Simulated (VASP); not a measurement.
# BN (P6_3/mmc) in VASP: a series of runs, part 2 of 2

VASP 6.6.1. The steps go on from the part before.

### 3 Single point, PBE

This run uses another cell than the first one, of 11.40 Å³/atom.

Input file INCAR:

```
PREC = Accurate ; ENCUT = 520
EDIFF = 1E-6 ; ISMEAR = 0
SIGMA = 0.02 ; LREAL = False
LASPH = True ; NELM = 80
ALGO = Normal ; ISIF = 2
LWAVE = False ; LCHARG = True
GGA = PE ; LELF = True
LVHAR = True ; NBANDS = 16
```

Input file KPOINTS:

```
regular mesh
0
Gamma
  12 12 4
```

Input file POSCAR:

```
BN
1.0
    2.5121777594      0.0000000029      0.0000000000
   -1.2560888822      2.1756097570      0.0000000000
    0.0000000000      0.0000000000      8.3440148055
B N
2 2
Direct
    0.3333333333      0.6666666667      0.2500000000
    0.6666666667      0.3333333333      0.7500000000
    0.3333333333      0.6666666667      0.7500000000
    0.6666666667      0.3333333333      0.2500000000
```

Potentials or basis: VASP PAW PBE potentials, release 64 (B, N).

Launch:

```sh
$ cat potpaw_PBE.64/B/POTCAR potpaw_PBE.64/N/POTCAR > POTCAR
$ mpirun -np 1 vasp_std > vasp.out
```

OUTCAR:

```text
PREC = Accurate
   ENCUT = 520
   EDIFF = 1E-6
   ISMEAR = 0
   LREAL = False
   LASPH = True
   NELM = 80
   ISIF = 2
   GGA = PE

 ion  position               nearest neighbor table
   1  0.333  0.667  0.250-   4 1.45   4 1.45   4 1.45
   2  0.667  0.333  0.750-   3 1.45   3 1.45   3 1.45
   3  0.333  0.667  0.750-   2 1.45   2 1.45   2 1.45
   4  0.667  0.333  0.250-   1 1.45   1 1.45   1 1.45

  LATTYP: Found a hexagonal cell.
 ALAT       =     2.5121777594
 C/A-ratio  =     3.3214269071

  Lattice vectors:

 A1 = (   2.5121777594,   0.0000000029,   0.0000000000)
 A2 = (  -1.2560888822,   2.1756097570,   0.0000000000)
 A3 = (   0.0000000000,   0.0000000000,   8.3440148055)

Analysis of symmetry for initial positions (statically):
=====================================================================
 Subroutine PRICEL returns:
 Original cell was already a primitive cell.

 Routine SETGRP: Setting up the symmetry group for a
 hexagonal supercell.

 Subroutine GETGRP returns: Found 24 space group operations
 (whereof 12 operations were pure point group operations)
 out of a pool of 24 trial point group operations.

The static configuration has the point symmetry D_3d.
 The point group associated with its full space group is D_6h.

Analysis of symmetry for dynamics (positions and initial velocities):
=====================================================================
 Subroutine PRICEL returns:
 Original cell was already a primitive cell.

 Routine SETGRP: Setting up the symmetry group for a
 hexagonal supercell.

 Subroutine GETGRP returns: Found 24 space group operations
 (whereof 12 operations were pure point group operations)
 out of a pool of 24 trial point group operations.

The dynamic configuration has the point symmetry D_3d.
 The point group associated with its full space group is D_6h.

 Subroutine INISYM returns: Found 24 space group operations
 (whereof 12 operations are pure point group operations),
 and found     1 'primitive' translations
[... 121 lines left out ...]
  Fermi-wavevector in a.u.,A,eV,Ry     =   1.154638  2.181950 18.139150  1.333190
  Thomas-Fermi vector in A             =   2.291273
   LORBIT       =      0    0 simple, 1 ext, 2 COOP (PROOUT), +10 PAW based schemes
   GGA     = PE    functional components
   LHFCALC =     F    Hartree Fock is set to
   AEXX    =    0.0000 exact exchange contribution
   IVDW    =     0    specifies the selected vdW correction
   LEPSILON=     F    determine dielectric tensor
   LRPA    =     F    only Hartree local field effects (RPA)
 non-spin polarized calculation
 Gauss-broadening in eV      SIGMA  =   0.02
  energy-cutoff  :      520.00
  volume of cell :       45.60
 maximum number of plane-waves:      1267
 NGX is ok and might be reduce to    20
   NGX =  9   NGY =  9   NGZ = 31

 number of electron      15.9999998 magnetization

 Free energy of the ion-electron system (eV)
  ---------------------------------------------------
  ext. energy  EPLUGINS =         0.00000000
  ---------------------------------------------------
  free energy    TOTEN  =       -35.20721117 eV

  energy without entropy =      -35.20721117  energy(sigma->0) =      -35.20721117

 E-fermi :   0.6908     XC(G=0):  -8.5799

 val. band max:        0.6020452518   @ k =   0.3333   0.3333   0.5000
 cond. band min:       4.9987715572   @ k =   0.0000   0.0000   0.0000
 fundamental gap:      4.3967263055
 Fermi energy:         0.6907969043

 k-point     1 :       0.0000    0.0000    0.0000
  band No.  band energies     occupation
      1     -17.0289      2.00000
      2     -16.9880      2.00000
      3      -4.8875      2.00000
      4      -4.2850      2.00000
      5      -0.7482      2.00000
      6      -0.7482      2.00000
[... 433 lines left out ...]
      3      -6.2536      2.00000
      4      -6.2491      2.00000
      5      -2.9704      2.00000
      6      -2.9666      2.00000
[... 8 lines left out ...]
     15      15.8400      0.00000
     16      18.0579      0.00000

 [... further k-points ...]

------------------------ aborting loop because EDIFF is reached ----------------------------------------

  FORCE on cell =-STRESS in cart. coord.  units (eV):
  Direction    XX          YY          ZZ          XY          YZ          ZX
  --------------------------------------------------------------------------------------
  -------------------------------------------------------------------------------------
  Total        0.0355667      0.0355667     -0.0202129      0.0000000     -0.0000000      0.0000000
  in kB        1.2495330      1.2495330     -0.7101217      0.0000000     -0.0000000      0.0000000
  external PRESSURE =       0.5963147 kB  Pullay stress =       0.0000000 kB

 VOLUME and BASIS-vectors are now :
 -----------------------------------------------------------------------------
  energy-cutoff  :      520.00
  volume of cell :       45.60
      direct lattice vectors                 reciprocal lattice vectors
     2.512177759  0.000000003  0.000000000     0.398061003  0.229820628  0.000000000
    -1.256088882  2.175609757  0.000000000    -0.000000001  0.459641255  0.000000000
     0.000000000  0.000000000  8.344014806     0.000000000  0.000000000  0.119846384

 POSITION                                       TOTAL-FORCE (eV/Angst)
 -----------------------------------------------------------------------------------
     -0.00000      1.45041      2.08600        -0.000000      0.000000      0.000000
      1.25609      0.72520      6.25801         0.000000     -0.000000      0.000000
     -0.00000      1.45041      6.25801         0.000000     -0.000000      0.000000
      1.25609      0.72520      2.08600        -0.000000      0.000000      0.000000
 -----------------------------------------------------------------------------------
    total drift:                               -0.000000      0.000000      0.000000

  FREE ENERGIE OF THE ION-ELECTRON SYSTEM (eV)
  ---------------------------------------------------
  free  energy   TOTEN  =       -35.2072111666 eV

  energy  without entropy=      -35.2072111666  energy(sigma->0) =      -35.20721117
```

Run time: 55 s. Hardware: 1 thread of Intel Xeon 8259CL, shared host; peak memory 0.18 GiB.

What came out:

```
Free energy            : -35.2072 eV
Pressure               : 0.1 GPa
Band gap on the k mesh : 4.40 eV (least direct gap 4.66 eV)
```

Levels at points of the mesh, in eV from the valence-band top:
```csv
k point,band 5,band 6,band 7,band 8,band 9,band 10,band 11,band 12
"(0.00, 0.00, 0.00)",-1.35,-1.35,-1.35,-1.35,4.40,7.76,10.07,11.51
"(0.50, 0.00, 0.00)",-4.12,-4.12,-1.02,-0.78,4.58,5.01,9.43,9.86
"(0.00, 0.00, 0.50)",-1.35,-1.35,-1.35,-1.35,5.69,5.69,11.51,11.51
"(0.50, 0.00, 0.50)",-4.12,-4.12,-0.90,-0.90,4.77,4.77,9.69,9.69
```

Caveat: this functional lacks dispersion, which binds layers or chains, so the pressure and a relaxed spacing across them are unreliable. PBE gaps usually lie below the measured ones, often by a third to a half.

### 4 Single point, PBE

This run uses another cell than the first one, of 11.40 Å³/atom.

Input file INCAR:

```
SYSTEM = BN
PREC = Accurate
ENCUT = 520
EDIFF = 1E-7
ISMEAR = 0
SIGMA = 0.02
LREAL = .FALSE.
LASPH = .TRUE.
NELM = 80
ALGO = Normal
ISIF = 2
LWAVE = .FALSE.
LCHARG = .FALSE.
GGA = PE
NBANDS = 16
```

Input file KPOINTS:

```
Automatic mesh
0
G
  12 12 4
  0 0 0
```

POSCAR is that of step 3.

Potentials or basis: VASP PAW PBE potentials, release 64 (B, N).

Launch:

```sh
$ cat potpaw_PBE.64/B/POTCAR potpaw_PBE.64/N/POTCAR > POTCAR
$ mpirun -np 1 vasp_std > vasp.out
```

OUTCAR:

```text
SYSTEM = BN
   PREC = Accurate
   ENCUT = 520
   EDIFF = 1E-7
   ISMEAR = 0
   LREAL = .FALSE.
   LASPH = .TRUE.
   NELM = 80
   ISIF = 2
   GGA = PE

 ion  position               nearest neighbor table
   1  0.333  0.667  0.250-   4 1.45   4 1.45   4 1.45
   2  0.667  0.333  0.750-   3 1.45   3 1.45   3 1.45
   3  0.333  0.667  0.750-   2 1.45   2 1.45   2 1.45
   4  0.667  0.333  0.250-   1 1.45   1 1.45   1 1.45

  LATTYP: Found a hexagonal cell.
 ALAT       =     2.5121777594
 C/A-ratio  =     3.3214269071

  Lattice vectors:

 A1 = (   2.5121777594,   0.0000000029,   0.0000000000)
 A2 = (  -1.2560888822,   2.1756097570,   0.0000000000)
 A3 = (   0.0000000000,   0.0000000000,   8.3440148055)

Analysis of symmetry for initial positions (statically):
=====================================================================
 Subroutine PRICEL returns:
 Original cell was already a primitive cell.

 Routine SETGRP: Setting up the symmetry group for a
 hexagonal supercell.

 Subroutine GETGRP returns: Found 24 space group operations
 (whereof 12 operations were pure point group operations)
 out of a pool of 24 trial point group operations.

[... 166 lines left out ...]

  energy without entropy =      -35.20721139  energy(sigma->0) =      -35.20721139

 E-fermi :   0.6909     XC(G=0):  -8.5797

 val. band max:        0.6021265648   @ k =   0.3333   0.3333   0.5000
 cond. band min:       4.9992617559   @ k =   0.0000   0.0000   0.0000
 fundamental gap:      4.3971351911
 Fermi energy:         0.6909299375

 k-point     1 :       0.0000    0.0000    0.0000
  band No.  band energies     occupation
      1     -17.0288      2.00000
      2     -16.9878      2.00000
      3      -4.8874      2.00000
      4      -4.2850      2.00000
      5      -0.7480      2.00000
      6      -0.7480      2.00000
[... 433 lines left out ...]
      3      -6.2535      2.00000
      4      -6.2490      2.00000
      5      -2.9702      2.00000
      6      -2.9664      2.00000
[... 8 lines left out ...]
     15      15.8401      0.00000
     16      18.0580      0.00000

 [... further k-points ...]
[... 5 lines left out ...]
  --------------------------------------------------------------------------------------
  -------------------------------------------------------------------------------------
  Total        0.0353541      0.0353541     -0.0228490      0.0000000      0.0000000     -0.0000000
  in kB        1.2420640      1.2420640     -0.8027336      0.0000000      0.0000000     -0.0000000
  external PRESSURE =       0.5604648 kB  Pullay stress =       0.0000000 kB

 VOLUME and BASIS-vectors are now :
 -----------------------------------------------------------------------------
  energy-cutoff  :      520.00
  volume of cell :       45.60
      direct lattice vectors                 reciprocal lattice vectors
     2.512177759  0.000000003  0.000000000     0.398061003  0.229820628  0.000000000
    -1.256088882  2.175609757  0.000000000    -0.000000001  0.459641255  0.000000000
     0.000000000  0.000000000  8.344014806     0.000000000  0.000000000  0.119846384

 POSITION                                       TOTAL-FORCE (eV/Angst)
 -----------------------------------------------------------------------------------
     -0.00000      1.45041      2.08600        -0.000000      0.000000      0.000000
      1.25609      0.72520      6.25801         0.000000     -0.000000      0.000000
     -0.00000      1.45041      6.25801         0.000000     -0.000000      0.000000
      1.25609      0.72520      2.08600         0.000000      0.000000      0.000000
 -----------------------------------------------------------------------------------
    total drift:                               -0.000000      0.000000      0.000000

  FREE ENERGIE OF THE ION-ELECTRON SYSTEM (eV)
  ---------------------------------------------------
  free  energy   TOTEN  =       -35.2072113898 eV

  energy  without entropy=      -35.2072113898  energy(sigma->0) =      -35.20721139
```

OSZICAR:

```text
N       E                     dE             d eps       ncg     rms          rms(c)
DAV:   1     0.572833700242E+02    0.57283E+02   -0.77484E+03  1832   0.900E+02
DAV:   2    -0.347767231496E+02   -0.92060E+02   -0.82158E+02  2584   0.215E+02
DAV:   3    -0.388894255309E+02   -0.41127E+01   -0.40919E+01  2392   0.466E+01
DAV:   4    -0.389273748075E+02   -0.37949E-01   -0.37938E-01  2312   0.498E+00
DAV:   5    -0.389278833041E+02   -0.50850E-03   -0.50849E-03  2360   0.542E-01    0.112E+01
DAV:   6    -0.356295432251E+02    0.32983E+01   -0.56108E+00  2304   0.176E+01    0.503E+00
DAV:   7    -0.353122926986E+02    0.31725E+00   -0.59417E-01  2432   0.532E+00    0.315E+00
DAV:   8    -0.352089302844E+02    0.10336E+00   -0.30516E-01  2472   0.349E+00    0.517E-01
DAV:   9    -0.352050557677E+02    0.38745E-02   -0.19030E-02  2032   0.104E+00    0.202E-01
DAV:  10    -0.352069864807E+02   -0.19307E-02   -0.18840E-03  1928   0.334E-01    0.410E-02
DAV:  11    -0.352071976168E+02   -0.21114E-03   -0.19990E-04  2200   0.111E-01    0.322E-02
DAV:  12    -0.352072107035E+02   -0.13087E-04   -0.39687E-05  2032   0.470E-02    0.398E-03
DAV:  13    -0.352072111694E+02   -0.46589E-06   -0.19097E-06  2536   0.104E-02    0.122E-03
DAV:  14    -0.352072113905E+02   -0.22105E-06   -0.20601E-07  1896   0.354E-03    0.482E-04
DAV:  15    -0.352072113898E+02    0.63187E-09   -0.21964E-09  1840   0.425E-04
   1 F= -.35207211E+02 E0= -.35207211E+02  d E =-.456040E-12
```

Wall time 66 s (1 thread of Intel Xeon 8259CL, shared host); peak memory 0.18 GiB.

Results:

| Quantity | Value |
| --- | --- |
| Free energy | -35.2072 eV |
| Pressure | 0.1 GPa |
| Band gap on the k mesh | 4.40 eV (least direct gap 4.66 eV) |

Caveat: this functional lacks dispersion, which binds layers or chains, so the pressure and a relaxed spacing across them are unreliable. Expect the measured gap to be larger: semilocal functionals such as PBE lack the derivative discontinuity.

### 5 Relaxation of cell and atoms, PBE

Input file INCAR:

```
SYSTEM = BN
ALGO = Normal
EDIFF = 1E-6
EDIFFG = -0.01
ENCUT = 600
GGA = PE
IBRION = 2
ISIF = 3
ISMEAR = 0
LASPH = .TRUE.
LCHARG = .FALSE.
LREAL = .FALSE.
LWAVE = .FALSE.
NELM = 100
NSW = 100
PREC = Accurate
SIGMA = 0.02
```

Input file KPOINTS:

```
k-points
0
G
  12 12 4
  0 0 0
```

Input file POSCAR:

```
BN
1.0
    2.5039916500      0.0000000000      0.0000000000
   -1.2519958300      2.1685203800      0.0000000000
    0.0000000000      0.0000000000      6.6612000500
B N
2 2
Direct
    0.3333333300      0.6666666700      0.2500000000
    0.6666666700      0.3333333300      0.7500000000
    0.3333333300      0.6666666700      0.7500000000
    0.6666666700      0.3333333300      0.2500000000
```

Launch:

```sh
$ cat potpaw_PBE.64/B/POTCAR potpaw_PBE.64/N/POTCAR > POTCAR
$ mpirun -np 1 vasp_std > vasp.out
```

It took 3.6 min on 1 thread of Intel Xeon 8259CL, shared host; peak memory 0.17 GiB.

Results (log left out):

```yaml
Free_energy: -35.2005 eV
Relaxed_volume: 10.44 Å³/atom
Relaxed_cell: a = 2.512 Å, b = 2.512 Å, c = 7.638 Å, α = 90.00°, β = 90.00°, γ = 120.00°
Space_group_after_relaxing_to_0.1_Å: P6_3/mmc (No. 194)
Energy_gained_by_relaxing: 9.8 meV/atom
Ionic_steps: 10
Pressure_after_relaxing: 0.0 GPa
Band_gap_on_the_k_mesh: 4.47 eV (least direct gap 4.65 eV)
```

The path:
| step | energy change (eV) | largest force (eV/Å) | pressure (GPa) | volume (Å³) |
| --- | --- | --- | --- | --- |
| 1 | 0.0000 | 0.0000 | 3.23 | 36.17 |
| 2 | 0.0029 | 0.0000 | -3.53 | 37.13 |
| 3 | -0.0042 | 0.0000 | 0.21 | 36.58 |
| 4 | -0.0083 | 0.0000 | 0.19 | 36.86 |
| 5 | -0.0186 | 0.0000 | 0.23 | 37.67 |
| 6 | -0.0320 | 0.0000 | 0.35 | 39.30 |
| 7 | -0.0382 | 0.0000 | 0.62 | 42.54 |
| 8 | -0.0390 | 0.0000 | 0.55 | 41.62 |
| 9 | -0.0200 | 0.0000 | -5.30 | 43.07 |
| 10 | -0.0392 | 0.0000 | -0.01 | 41.75 |

Final structure:
```cif
data_structure
_symmetry_space_group_name_H-M 'P 1'
_symmetry_Int_Tables_number 1
_cell_length_a 2.5123
_cell_length_b 2.5123
_cell_length_c 7.6380
_cell_angle_alpha 90.000
_cell_angle_beta 90.000
_cell_angle_gamma 120.000
_cell_volume 41.75
loop_
_atom_site_label
_atom_site_type_symbol
_atom_site_fract_x
_atom_site_fract_y
_atom_site_fract_z
_atom_site_occupancy
B1 B 0.33333 0.66667 0.25000 1
B2 B 0.66667 0.33333 0.75000 1
N1 N 0.33333 0.66667 0.75000 1
N2 N 0.66667 0.33333 0.25000 1
```

Levels at points of the mesh, in eV from the valence-band top:
| k point | band 6 | band 7 | band 8 | band 9 | band 10 | band 11 |
| --- | --- | --- | --- | --- | --- | --- |
| (0.00, 0.00, 0.00) | -1.35 | -1.34 | -1.34 | 4.62 | 8.68 | 11.50 |
| (0.50, 0.00, 0.00) | -4.11 | -1.12 | -0.68 | 4.47 | 5.17 | 9.40 |
| (0.00, 0.00, 0.50) | -1.34 | -1.34 | -1.34 | 6.27 | 6.27 | 11.51 |
| (0.50, 0.00, 0.50) | -4.11 | -0.90 | -0.90 | 4.75 | 4.75 | 9.73 |

Caveat: the volume moved by over 15 % at a fixed basis, so the end points are rough; this functional lacks dispersion, which binds layers or chains, so the pressure and a relaxed spacing across them are unreliable. A k mesh can miss the band edges.

### 6 The runs side by side

| task | cell | k mesh | cutoff (eV) | smearing | gap on the mesh (eV) | pressure (GPa) |
| --- | --- | --- | --- | --- | --- | --- |
| single point | a = 2.504, b = 2.504, c = 6.661 Å, angles 90.0, 90.0, 120.0°, 4 atoms | 6 × 6 × 4 | 520 | gaussian 0.1 eV | 4.28 | 3.4 |
| single point | a = 2.512, b = 2.512, c = 8.344 Å, angles 90.0, 90.0, 120.0°, 4 atoms | 12 × 12 × 4 | 520 | gaussian 0.02 eV | 4.40 | 0.1 |
| relaxation of cell and atoms | relaxed from a = 2.504, b = 2.504, c = 6.661 Å, angles 90.0, 90.0, 120.0°, 4 atoms | 12 × 12 × 4 | 600 | gaussian 0.02 eV | 4.47 | 0.0 |

Alike in all rows: level PBE; potentials or basis VASP PAW PBE potentials, release 64 (B, N); no spin polarisation.

Caveats: some runs use coarse meshes; this functional lacks dispersion, which binds layers or chains, so the pressure and a relaxed spacing across them are unreliable; the volume moved by over 15 % at a fixed basis, so the end points are rough (at least some runs).

Absolute energies hang on the potentials; compare differences alone.
